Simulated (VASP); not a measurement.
# Sn (Fd-3m) in VASP: a series of runs

The runs below take Sn through relaxation of cell and atoms, with PBE.

Program: VASP 6.6.1. These are calculated values, not measurements. Logs are shortened: lines on timing, memory, paths and dates and some standing lists are left out, and cuts for length are marked.

## (1) The cell of the first run

It takes space group Fd-3m (No. 227, cubic). Conventional cell: a = 4.872 Å, b = 4.872 Å, c = 4.872 Å, α = 90.00°, β = 90.00°, γ = 90.00°. Within 2.8 Å of Sn (site symmetry -43m) lie 4 Sn at 2.11 Å.

This isn't the form of Sn at room conditions, which is tetragonal (white tin).

## (2) Relaxation of cell and atoms, PBE, target pressure 180 GPa, at which the enthalpy is minimised

The input, INCAR:

```
ALGO = Normal ; EDIFF = 1E-6
EDIFFG = -0.005 ; ENCUT = 600
GGA = PE ; IBRION = 2
ISIF = 3 ; ISMEAR = -1
LASPH = True ; LCHARG = False
LREAL = False ; LWAVE = False
NELM = 100 ; NSW = 60
PREC = Accurate ; PSTRESS = 1800.0
SIGMA = 0.08
```

The input, KPOINTS:

```
k-points
0
Gamma
  13 13 13
```

The input, POSCAR:

```
Sn
1.0
    0.0000000000      2.4358696653      2.4358696653
    2.4358696653      0.0000000000      2.4358696653
    2.4358696653      2.4358696653      0.0000000000
Sn
2
Direct
   -0.1250000000     -0.1250000000     -0.1250000000
    0.1250000000      0.1250000000      0.1250000000
```

Potentials or basis: VASP PAW PBE potentials, release 64 (Sn_d).

Command:

```sh
> cat potpaw_PBE.64/Sn_d/POTCAR > POTCAR
> mpirun -np 1 vasp_std > vasp.out
```

OUTCAR:

```text
EDIFF = 1E-6
   EDIFFG = -0.005
   ENCUT = 600
   GGA = PE
   IBRION = 2
   ISIF = 3
   ISMEAR = -1
   LASPH = True
   LREAL = False
   NELM = 100
   NSW = 60
   PREC = Accurate
   PSTRESS = 1800.0

 ion  position               nearest neighbor table
   1  0.875  0.875  0.875-   2 2.11   2 2.11   2 2.11   2 2.11
   2  0.125  0.125  0.125-   1 2.11   1 2.11   1 2.11   1 2.11

  LATTYP: Found a face centered cubic cell.
 ALAT       =     4.8717393306

  Lattice vectors:

 A1 = (   0.0000000000,   2.4358696653,   2.4358696653)
 A2 = (   2.4358696653,   0.0000000000,   2.4358696653)
 A3 = (   2.4358696653,   2.4358696653,   0.0000000000)

Analysis of symmetry for initial positions (statically):
=====================================================================
 Subroutine PRICEL returns:
 Original cell was already a primitive cell.

 Routine SETGRP: Setting up the symmetry group for a
 face centered cubic supercell.

 Subroutine GETGRP returns: Found 48 space group operations
 (whereof 12 operations were pure point group operations)
 out of a pool of 48 trial point group operations.

The static configuration has the point symmetry D_3d.
 The point group associated with its full space group is O_h .

Analysis of symmetry for dynamics (positions and initial velocities):
=====================================================================
 Subroutine PRICEL returns:
 Original cell was already a primitive cell.

 Routine SETGRP: Setting up the symmetry group for a
 face centered cubic supercell.

 Subroutine GETGRP returns: Found 48 space group operations
 (whereof 12 operations were pure point group operations)
 out of a pool of 48 trial point group operations.

The dynamic configuration has the point symmetry D_3d.
 The point group associated with its full space group is O_h .

 Subroutine INISYM returns: Found 48 space group operations
 (whereof 12 operations are pure point group operations),
 and found     1 'primitive' translations

----------------------------------------------------------------------------------------

                                     Primitive cell

  volume of cell :      28.9063

  direct lattice vectors                    reciprocal lattice vectors
     0.000000000  2.435869665  2.435869665    -0.205265498  0.205265498  0.205265498
     2.435869665  0.000000000  2.435869665     0.205265498 -0.205265498  0.205265498
     2.435869665  2.435869665  0.000000000     0.205265498  0.205265498 -0.205265498

  length of vectors
     3.444839917  3.444839917  3.444839917     0.355530272  0.355530272  0.355530272

  position of ions in fractional coordinates (direct lattice)
     0.875000000  0.875000000  0.875000000
     0.125000000  0.125000000  0.125000000

  ion indices of the primitive-cell ions
   primitive index   ion index
                 1           1
                 2           2

----------------------------------------------------------------------------------------

 KPOINTS: k-points

Automatic generation of k-mesh.
 Grid dimensions read from file:
 generate k-points for:   13   13   13

 Generating k-lattice:

  Cartesian coordinates                     Fractional coordinates (reciprocal lattice)
    -0.015789654  0.015789654  0.015789654     0.076923077  0.000000000  0.000000000
     0.015789654 -0.015789654  0.015789654     0.000000000  0.076923077  0.000000000
     0.015789654  0.015789654 -0.015789654     0.000000000  0.000000000  0.076923077

  Length of vectors
     0.027348482  0.027348482  0.027348482

  Shift w.r.t. Gamma in fractional coordinates (k-lattice)
     0.000000000  0.000000000  0.000000000

 Subroutine IBZKPT returns following result:
 ===========================================

 Found     84 irreducible k-points:

 Following reciprocal coordinates:
            Coordinates               Weight
  0.000000  0.000000  0.000000      1.000000
  0.076923  0.000000  0.000000      8.000000
  0.153846  0.000000  0.000000      8.000000
  0.230769  0.000000  0.000000      8.000000
  0.307692  0.000000  0.000000      8.000000
  0.384615  0.000000  0.000000      8.000000
[... 16 lines left out ...]
  0.384615  0.153846  0.000000     24.000000
  0.461538  0.153846  0.000000     24.000000
 [... further k-points ...]
   k-points           NKPTS =     84   k-points in BZ     NKDIM =     84   number of bands    NBANDS=     18
   number of dos      NEDOS =    301   number of ions     NIONS =      2
   total plane-waves  NPLWV =  21952
   dimension x,y,z NGX =    28 NGY =   28 NGZ =   28
   dimension x,y,z NGXF=    56 NGYF=   56 NGZF=   56
   ions per type =               2
   NGX,Y,Z   is equivalent  to a cutoff of  13.51, 13.51, 13.51 a.u.
   NGXF,Y,Z  is equivalent  to a cutoff of  27.03, 27.03, 27.03 a.u.
 SYSTEM =  unknown system
   PREC   = accura    normal or accurate (medium, high low for compatibility)
   ISTART =      0    job   : 0-new  1-cont  2-samecut
   ICHARG =      2    charge: 1-file 2-atom 10-const
   ISPIN  =      1    spin polarized calculation?
   LNONCOLLINEAR =      F non collinear calculations
   LSORBIT =      F    spin-orbit coupling
   LASPH  =      T    aspherical Exc in radial PAW
   ENCUT  =  600.0 eV  44.10 Ry    6.64 a.u.   6.88  6.88  6.88*2*pi/ulx,y,z
   NELM   =    100;   NELMIN=  2; NELMDL= -5     # of ELM steps
   EDIFF  = 0.1E-05   stopping-criterion for ELM
   LREAL  =      F    real-space projection
   EDIFFG = -.5E-02   stopping-criterion for IOM
   NSW    =     60    number of steps for IOM
   IBRION =      2    ionic relax: 0-MD 1-quasi-New 2-CG
   NFREE  =      1    steps in history (QN), initial steepest desc. (CG)
   ISIF   =      3    stress and relaxation
   ISYM   =      2    0-nonsym 1-usesym 2-fastsym
   POTIM  = 0.5000    time-step for ionic-motion
   TEBEG  =    0.0;   TEEND  =   0.0 temperature during run
   PSTRESS= 1800.0 pullay stress
   NELECT =      28.0000    total number of electrons
   NUPDOWN=      -1.0000    fix difference up-down
   EMIN   =  10.00;   EMAX   =-10.00  energy-range for DOS
   EFERMI =   0.00;   METHOD = LEGACY
   ISMEAR =    -1;   SIGMA  =   0.08  broadening in eV -4-tet -1-fermi 0-gaus
   EFERMI_NEDOS =   21; number of points for ismear=-14 and -15
   IALGO  =     38    algorithm
   IMIX   =      4    mixing-type and parameters
     AMIX     =   0.40;   BMIX     =  1.00
     AMIX_MAG =   1.60;   BMIX_MAG =  1.00
  volume/ion in A,a.u.               =      14.45        97.53
  Fermi-wavevector in a.u.,A,eV,Ry     =   1.619808  3.060993 35.698654  2.623777
  Thomas-Fermi vector in A             =   2.713849
   LORBIT       =      0    0 simple, 1 ext, 2 COOP (PROOUT), +10 PAW based schemes
   GGA     = PE    functional components
   LHFCALC =     F    Hartree Fock is set to
   AEXX    =    0.0000 exact exchange contribution
   IVDW    =     0    specifies the selected vdW correction
   LEPSILON=     F    determine dielectric tensor
   LRPA    =     F    only Hartree local field effects (RPA)
 conjugate gradient relaxation of ions
 non-spin polarized calculation
  energy-cutoff  :      600.00
  volume of cell :       28.91
 maximum number of plane-waves:       978
   NGX = 13   NGY = 13   NGZ = 13

--------------------------------------- Ionic step        1  -------------------------------------------

 number of electron      27.9999994 magnetization

 Free energy of the ion-electron system (eV)
  ---------------------------------------------------
  ext. energy  EPLUGINS =         0.00000000
  ---------------------------------------------------
  free energy    TOTEN  =        10.02681830 eV

  energy without entropy =       10.03560629  energy(sigma->0) =       10.03121229

------------------------ aborting loop because EDIFF is reached ----------------------------------------

  FORCE on cell =-STRESS in cart. coord.  units (eV):
  Direction    XX          YY          ZZ          XY          YZ          ZX
  --------------------------------------------------------------------------------------
  -------------------------------------------------------------------------------------
  Total       54.7419236     54.7419236     54.7419236      0.0000000      0.0000000      0.0000000
  in kB     3034.1601480   3034.1601480   3034.1601480      0.0000000      0.0000000      0.0000000
  external PRESSURE =    1234.1601480 kB  Pullay stress =    1800.0000000 kB
[... 23 lines left out ...]
  enthalpy is  TOTEN    =        42.5021846848 eV   P V=       32.4753663862

--------------------------------------- Ionic step        2  -------------------------------------------

 number of electron      28.0000093 magnetization

 E-fermi :   1.9791     XC(G=0):  -7.1446

 val. band max:        1.9738578015   @ k =   0.0769   0.0769   0.0000
 cond. band min:       2.0485846342   @ k =   0.1538   0.0000   0.0000
 fundamental gap:      0.0747268327
 Fermi energy:         1.9790734429

 k-point     1 :       0.0000    0.0000    0.0000
  band No.  band energies     occupation
      1     -19.2326      2.00000
      2     -19.2326      2.00000
      3     -19.2326      2.00000
      4     -19.2133      2.00000
      5     -19.2133      2.00000
      6     -19.1304      2.00000
[... 10 lines left out ...]
     17       4.0099      0.00000
     18       4.0100      0.00000
[... 466 lines left out ...]
      2     -19.2440      2.00000
      3     -19.2166      2.00000
      4     -19.1940      2.00000
      5     -19.1893      2.00000
      6     -19.1572      2.00000
[... 10 lines left out ...]
     17       5.4134      0.00000
     18       6.1592      0.00000

 [... further k-points ...]

------------------------ aborting loop because EDIFF is reached ----------------------------------------

  FORCE on cell =-STRESS in cart. coord.  units (eV):
  Direction    XX          YY          ZZ          XY          YZ          ZX
  --------------------------------------------------------------------------------------
  -------------------------------------------------------------------------------------
  Total       -3.5791163     -3.5791163     -3.5791163     -0.0000000     -0.0000000      0.0000000
  in kB      -54.6246678    -54.6246678    -54.6246678     -0.0000000     -0.0000000      0.0000000
  external PRESSURE =   -1854.6246678 kB  Pullay stress =    1800.0000000 kB
[... 213 lines left out ...]
  enthalpy is  TOTEN    =        40.9018934791 eV   P V=       36.9706637872

--------------------------------------- Ionic step        8  -------------------------------------------

 number of electron      27.9999987 magnetization

 Free energy of the ion-electron system (eV)
  ---------------------------------------------------
  ext. energy  EPLUGINS =         0.00000000
  ---------------------------------------------------
  free energy    TOTEN  =         3.11491828 eV

  energy without entropy =        3.12175674  energy(sigma->0) =        3.11833751

 E-fermi :  16.5078     XC(G=0): -12.4832

 val. band max:       16.4636946595   @ k =   0.4615   0.4615   0.0000
 cond. band min:      16.5508041916   @ k =  -0.4615   0.3846   0.0000
 fundamental gap:      0.0871095321
 Fermi energy:        16.5077961620

 k-point     1 :       0.0000    0.0000    0.0000
  band No.  band energies     occupation
      1      -8.6169      2.00000
      2      -8.6169      2.00000
      3      -8.6169      2.00000
      4      -8.4351      2.00000
      5      -8.4351      2.00000
      6      -6.7869      2.00000
[... 10 lines left out ...]
     17      18.8735      0.00000
     18      21.6243      0.00000
[... 466 lines left out ...]
      2      -8.7955      2.00000
      3      -8.4854      2.00000
      4      -8.0375      2.00000
      5      -7.9251      2.00000
      6      -7.3418      2.00000
[... 10 lines left out ...]
     17      21.9268      0.00000
     18      22.7957      0.00000

 [... further k-points ...]

------------------------ aborting loop because EDIFF is reached ----------------------------------------

  FORCE on cell =-STRESS in cart. coord.  units (eV):
  Direction    XX          YY          ZZ          XY          YZ          ZX
  --------------------------------------------------------------------------------------
  -------------------------------------------------------------------------------------
  Total       37.7665338     37.7665338     37.7665338     -0.0000000      0.0000000      0.0000000
  in kB     1800.4698669   1800.4698669   1800.4698669     -0.0000000      0.0000000      0.0000000
  external PRESSURE =       0.4698669 kB  Pullay stress =    1800.0000000 kB
[... 17 lines left out ...]
  FREE ENERGIE OF THE ION-ELECTRON SYSTEM (eV)
  ---------------------------------------------------
  free  energy   TOTEN  =         3.1149182755 eV

  energy  without entropy=        3.1217567442  energy(sigma->0) =        3.11833751

  enthalpy is  TOTEN    =        40.8715962116 eV   P V=       37.7566779361

 reached required accuracy - stopping structural energy minimisation
```

Wall time 2.4 min (1 thread of Intel Xeon 6975P-C (Granite Rapids), shared host); peak memory 0.2 GiB.

What came out:

```
Free energy                                                : 3.1149 eV
Relaxed volume                                             : 16.80 Å³/atom
Relaxed cell                                               : a = 3.622 Å, b = 3.622 Å, c = 3.622 Å, α = 60.00°, β = 60.00°, γ = 60.00°
Space group after relaxing (to 0.1 Å)                      : Fd-3m (No. 227)
Energy change on relaxing (the run minimises the enthalpy) : -3456.0 meV/atom
Ionic steps                                                : 8
Pressure after relaxing                                    : 180.0 GPa
Band gap on the k mesh                                     : zero (bands 14 and 15 overlap by 1.33 eV)
```

Step by step:
| step | energy change (eV) | largest force (eV/Å) | pressure (GPa) | volume (Å³) |
| --- | --- | --- | --- | --- |
| 1 | 0.0000 | 0.0000 | 303.42 | 28.91 |
| 2 | -16.9005 | 0.0000 | -5.46 | 104.98 |
| 3 | -11.8097 | 0.0000 | 99.54 | 39.40 |
| 4 | -7.5515 | 0.0000 | 169.22 | 34.19 |
| 5 | -6.9104 | 0.0000 | 180.10 | 33.61 |
| 6 | -7.0209 | 0.0000 | 178.09 | 33.70 |
| 7 | -6.0956 | 0.0000 | 194.08 | 32.91 |
| 8 | -6.9119 | 0.0000 | 180.05 | 33.61 |

Final structure:
```
CELL_PARAMETERS angstrom
0.00000 2.56134 2.56134
2.56134 0.00000 2.56134
2.56134 2.56134 0.00000
ATOMIC_POSITIONS crystal
Sn 0.87500 0.87500 0.87500
Sn 0.12500 0.12500 0.12500
```

Levels at points of the mesh, in eV from the Fermi level:
| k point | band 11 | band 12 | band 13 | band 14 | band 15 | band 16 | band 17 | band 18 |
| --- | --- | --- | --- | --- | --- | --- | --- | --- |
| (0.00, 0.00, 0.00) | -17.32 | 1.05 | 1.05 | 1.05 | 2.37 | 2.37 | 2.37 | 5.12 |

Caveat: the cell is relaxed towards a set pressure, so the run minimises the enthalpy, not the energy; the volume moved by over 15 % at a fixed basis, so the end points are rough; spin-orbit coupling is left out, which moves the levels of the heavy elements.

(Part 1 of 2 ends here.)

The gap in the log of VASP goes by the Fermi energy; the results here count the filled bands.